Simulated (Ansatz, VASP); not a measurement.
# Ge in VASP and in Ansatz

```
Ge
1.0
     0.00000    2.82891    2.82891
     2.82891    0.00000    2.82891
     2.82891    2.82891    0.00000
Ge
2
Direct
  0.25000 0.25000 0.25000
  0.00000 0.00000 0.00000
```

Alike in both runs: task electric field gradients; functional PBE; k mesh 8 × 8 × 8; occupations fermi-dirac, width 0.05 eV; collinear spin.

```csv
,VASP,Ansatz
version,VASP 6.6.1,Ansatz 0.2.0
potentials or method,"VASP PAW PBE potentials, release 64 (Ge_d), cutoff 410 eV",all-electron PAW datasets made for the crystal
```

```tsv
	VASP	Ansatz	Ansatz less VASP
net moment per atom (μB)	0.00	0.00	0.000
```

Ansatz ran all-electron here, and VASP with PAW potentials.
